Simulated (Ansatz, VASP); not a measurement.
**One calculation of Cr, two programs**

The input INCAR:

```
PREC = Accurate
ENCUT = 520
EDIFF = 1E-6
ISMEAR = 1
SIGMA = 0.05
LREAL = False
LASPH = True
NELM = 150
ALGO = Normal
ISIF = 2
LWAVE = False
LCHARG = False
ISPIN = 2
MAGMOM = 2 2 2
LORBIT = 11
LMAXMIX = 4
GGA = PE
NBANDS = 29
```

The input KPOINTS:

```
regular mesh
0
Gamma
  12 12 18
```

POSCAR

```
Cr
1.0
    4.2331483111      0.0000000000      0.0000000000
   -2.1165741556      3.6660139754      0.0000000000
    0.0000000000      0.0000000000      2.2910902838
Cr
3
Direct
    0.0000000000      0.0000000000      0.0000000000
    0.3333333333      0.6666666667      0.5000000000
    0.6666666667      0.3333333333      0.5000000000
```

Input for Ansatz:

```yaml
crystal:
  lattice:
    - [4.2331483111, 0.0, 0.0]
    - [-2.1165741556, 3.6660139754, 0.0]
    - [0.0, 0.0, 2.2910902838]
  atoms:
    - { symbol: Cr, position: [0.0, 0.0, 0.0], spin: 2.0 }
    - { symbol: Cr, position: [0.3333333333, 0.6666666667, 0.5], spin: 2.0 }
    - { symbol: Cr, position: [0.6666666667, 0.3333333333, 0.5], spin: 2.0 }
magnetization:
  spin_polarized: true
kpoints:
  mp_grid: { grid: [12, 12, 18] }
scf:
  occupations: { method: cold, width: 0.05 }
  mixing: { algorithm: broyden, beta: 0.3 }
hamiltonian:
  xc: pbe
  pseudopotentials: { kind: nc }
output:
  forces: true
  stress: true
  eigenvalues: true
```

Alike in both runs: task single point; functional PBE; k mesh 12 × 12 × 18; collinear spin.

|  | VASP | Ansatz |
| --- | --- | --- |
| version | VASP 6.6.1 | Ansatz 0.2.0 |
| potentials or method | VASP PAW PBE potentials, release 64 (Cr_pv) | scalar-relativistic |
| plane-wave cutoff (eV) | 520 | 1279 |
| occupations | methfessel-paxton of order 1, width 0.05 eV | cold, width 0.05 eV |
| valence electrons in the cell | 36 | 42 |

|  | VASP | Ansatz | Ansatz less VASP |
| --- | --- | --- | --- |
| gap on the k mesh at the Fermi level (eV) | none | none | - |
| pressure (GPa) | -0.5 | -0.1 | +0.38 |
| traceless stress, the component that is largest in VASP (GPa) | -0.57 | -0.43 | +0.135 |
| net moment per atom (μB) | 0.16 | 0.16 | -0.006 |
| size of the moment on the site where the two differ most (μB) | 0.06 | 0.04 | -0.025 |

Site moments also hang on the region over which each program counts them. A gap of «none» marks a metal or a gap that the smearing closes. VASP's potentials hold 36 valence electrons a cell and Ansatz's 42, so a difference there can come from the potentials and not from the codes. Ansatz's warnings: seeded moment not kept, stability check not made.
